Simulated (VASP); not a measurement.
CdS, 2 atoms in the cell. Symmetry: F-43m, No. 216, cubic system. Conventional cell: a = 5.833 Å, b = 5.833 Å, c = 5.833 Å, α = 90.00°, β = 90.00°, γ = 90.00°. Cd (site symmetry -43m) has 4 S at 2.53 Å within 3.3 Å. Within 3.3 Å of S (site symmetry -43m) lie 4 Cd at 2.53 Å. 

| Property | Result |
| --- | --- |
| Program | VASP 6.6.1 |
| Task | single point |
| Functional | LDA |
| Potentials or basis | VASP PAW LDA potentials, release 64 (Cd, S) |
| Cutoff | 500 eV |
| k mesh | 8 × 8 × 8 |
| Occupations | gaussian, width 0.01 eV |
| Spin | no spin polarisation |
| Dipole correction | no |
| Further INCAR settings | ALGO = Normal; EDIFF = 1e-06; NBANDS = 16 |

Potentials or basis: VASP PAW LDA potentials, release 64 (Cd, S).

Command:

```sh
$ cat potpaw_LDA.64/Cd/POTCAR potpaw_LDA.64/S/POTCAR > POTCAR
$ mpirun -np 1 vasp_std > vasp.out
```

Hardware: 1 thread of Intel(R) Xeon(R) Platinum 8259CL CPU @ 2.50GHz (Skylake/Cascade Lake) (shared host).

Problem. How long does it take, and how much memory?

Solution. Run time: 18 s on 1 thread of Intel(R) Xeon(R) Platinum 8259CL CPU @ 2.50GHz (Skylake/Cascade Lake) (shared host), peak memory 0.15 GiB. Counts: scf iterations 13, k points 29.
